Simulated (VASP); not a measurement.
A run of VASP 6.6.1:

Contents of INCAR:

```
PREC     = Accurate       # precision mode
ENCUT    = 520            # plane-wave cutoff, eV
EDIFF    = 1E-6           # SCF threshold, eV
ISMEAR   = -1             # smearing method
SIGMA    = 0.05           # smearing width, eV
LREAL    = F              # projectors in reciprocal space
LASPH    = T              # aspherical terms in the spheres
NELM     = 60             # most SCF steps
ALGO     = Normal         # electronic algorithm
ISIF     = 2              # what is computed and relaxed
LWAVE    = F              # write WAVECAR
LCHARG   = F              # write CHGCAR
GGA      = CA             # functional
NBANDS   = 30             # bands
```

The input KPOINTS:

```
Automatic mesh
0
Gamma
  9 9 9
```

Contents of POSCAR:

```
Cu3Pt
1.0
    3.6850999209      0.0000000000      0.0000000000
    0.0000000000      3.6850999209      0.0000000000
    0.0000000000      0.0000000000      3.6850999209
Cu Pt
3 1
Direct
    0.0000000000      0.5000000000      0.5000000000
    0.5000000000      0.0000000000      0.5000000000
    0.5000000000      0.5000000000      0.0000000000
    0.0000000000      0.0000000000      0.0000000000
```

Potentials or basis: VASP PAW LDA potentials, release 64 (Cu, Pt).

Run with:

```bash
$ cat potpaw_LDA.64/Cu/POTCAR potpaw_LDA.64/Pt/POTCAR > POTCAR
$ mpirun -np 1 vasp_std > vasp.out
```

Hardware: 1 thread of Intel(R) Xeon(R) 6975P-C (Granite Rapids), on a shared host.

Problem. How long does it take, and how much memory?

Solution. Wall time 22 s on 1 thread of Intel(R) Xeon(R) 6975P-C (Granite Rapids) (shared host), peak memory 0.16 GiB. Counts: scf iterations 15, k points 35.
